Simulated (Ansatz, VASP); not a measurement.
# C in VASP and in Ansatz

Contents of INCAR:

```
SYSTEM = C
PREC = Accurate
ENCUT = 520
EDIFF = 1E-7
ISMEAR = 0
SIGMA = 0.02
LREAL = .False.
LASPH = .True.
NELM = 80
ALGO = Normal
ISIF = 2
LWAVE = .False.
LCHARG = .False.
GGA = PE
NBANDS = 11
```

Contents of KPOINTS:

```
Automatic mesh
0
Gamma
  6 6 6
  0 0 0
```

Contents of POSCAR:

```
C
1.0
    0.0000000000      2.1270000000      3.3480000000
    1.2280000000      0.0000000000      3.3480000000
    1.2280000000      2.1270000000      0.0000000000
C
2
Direct
    0.1666700000      0.8333300000      0.1666700000
    0.8333300000      0.1666700000      0.8333300000
```

Input for Ansatz:

```yaml
crystal:
  lattice:
    - [0.0, 2.127, 3.348]
    - [1.228, 0.0, 3.348]
    - [1.228, 2.127, 0.0]
  atoms:
    - { symbol: C, position: [0.16667, 0.83333, 0.16667] }
    - { symbol: C, position: [0.83333, 0.16667, 0.83333] }
basis:
  ecutwfc: 420
kpoints:
  mp_grid: { grid: [6, 6, 6] }
hamiltonian:
  xc: pbe
scf:
  occupations: { method: gaussian, width: 0.02 }
output:
  forces: true
  stress: true
  eigenvalues: true
```

Alike in both runs: task single point; functional PBE; k mesh 6 × 6 × 6; occupations gaussian, width 0.02 eV; no spin polarisation.

```csv
,VASP,Ansatz
version,VASP 6.6.1,Ansatz 0.2.0
potentials or method,"VASP PAW PBE potentials, release 64 (C), cutoff 520 eV","scalar-relativistic, plane waves, PAW"
valence electrons in the cell,8,8
```

```tsv
	VASP	Ansatz	Ansatz less VASP
gap on the k mesh at the Fermi level (eV)	0.23	0.23	-0.001
least direct gap on the mesh (eV)	0.44	0.44	0.000
pressure (GPa)	5.1	4.7	-0.46
traceless stress, the component that is largest in VASP (GPa)	-2.38	-1.86	+0.522
rms of the force components (eV/Å)	0.010	0.010	+0.0001
```

Atom by atom the forces differ by 0.000 eV/Å (rms over components).

The k mesh is coarse, so the values compare programs but aren't converged.
